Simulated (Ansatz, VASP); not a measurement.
**Ge: VASP beside Ansatz**

File POSCAR:

```
Ge
1.0
    0.0000000000      2.8843929095      2.8843929095
    2.8843929095      0.0000000000      2.8843929095
    2.8843929095      2.8843929095      0.0000000000
Ge
2
Direct
    0.7500000000      0.7500000000      0.7500000000
    0.5000000000      0.5000000000      0.5000000000
```

The input INCAR.step1:

```
SYSTEM = Ge
PREC     = Accurate       ! precision mode
ENCUT    = 520            ! plane-wave cutoff, eV
EDIFF    = 1E-5           ! SCF threshold, eV
ISMEAR   = -1             ! smearing method
SIGMA    = 0.05           ! smearing width, eV
LREAL    = .FALSE.        ! projectors in reciprocal space
LASPH    = .TRUE.         ! aspherical terms in the spheres
NELM     = 100            ! most SCF steps
ALGO     = Normal         ! electronic algorithm
ISIF     = 2              ! what is computed and relaxed
LWAVE    = .TRUE.         ! write WAVECAR
LCHARG   = .FALSE.        ! write CHGCAR
NBANDS   = 21             ! bands
GGA      = PE             ! functional
```

Contents of INCAR.step2:

```
SYSTEM = Ge
PREC     = Accurate       ! precision mode
ENCUT    = 520            ! plane-wave cutoff, eV
EDIFF    = 1E-7           ! SCF threshold, eV
ISMEAR   = -1             ! smearing method
SIGMA    = 0.05           ! smearing width, eV
LREAL    = .FALSE.        ! projectors in reciprocal space
LASPH    = .TRUE.         ! aspherical terms in the spheres
NELM     = 100            ! most SCF steps
ALGO     = Normal         ! electronic algorithm
ISIF     = 2              ! what is computed and relaxed
LWAVE    = .FALSE.        ! write WAVECAR
LCHARG   = .FALSE.        ! write CHGCAR
GGA      = PS             ! functional
LHFCALC  = .TRUE.         ! exact exchange
AEXX     = 0.25           ! exact-exchange fraction
HFSCREEN = 0.207          ! screening, 1/A
PRECFOCK = Normal       
NBANDS   = 21             ! bands
ISTART   = 1
```

The input KPOINTS:

```
regular mesh
0
G
  4 4 4
  0 0 0
```

Contents of input.yaml:

```yaml
crystal:
  lattice:
    - [0.0, 2.8843929095, 2.8843929095]
    - [2.8843929095, 0.0, 2.8843929095]
    - [2.8843929095, 2.8843929095, 0.0]
  atoms:
    - { symbol: Ge, position: [0.75, 0.75, 0.75] }
    - { symbol: Ge, position: [0.5, 0.5, 0.5] }
hamiltonian:
  xc:
    exchange: hjs_pbesol
    correlation: pbesol
    exx: { coeff: 0.25, omega: 0.207 }
  pseudopotentials: { kind: paw }
kpoints:
  mp_grid: { grid: [4, 4, 4] }
scf:
  occupations: { method: fermi_dirac, width: 0.05 }
output:
  forces: true
  stress: true
  eigenvalues: true
```

Alike in both runs: task single point; functional PBEsol-based screened hybrid with a share of 0.25 of exact exchange and HFSCREEN = 0.207; k mesh 4 × 4 × 4; occupations fermi-dirac, width 0.05 eV; no spin polarisation.

|  | VASP | Ansatz |
| --- | --- | --- |
| version | VASP 6.6.1 | Ansatz 0.2.0 |
| potentials or method | VASP PAW PBE potentials, release 64 (Ge_d) | Ansatz PAW |
| plane-wave cutoff (eV) | 520 | 420 |
| valence electrons in the cell | 28 | 28 |

Ansatz gave:

```
gap on the k mesh at the Fermi level (eV) : 0.25
least direct gap on the mesh (eV)         : 0.25
pressure (GPa)                            : -4.6
```

What did VASP give for the same quantities?

gap on the k mesh at the Fermi level (eV): 0.27; least direct gap on the mesh (eV): 0.27; pressure (GPa): -4.6.

VASP's potentials were made for PBE, not for PBEsol-based screened hybrid. With one functional, cell and mesh, what is left measures potentials, basis and numerics.

The k mesh is coarse, so the values compare programs but aren't converged.
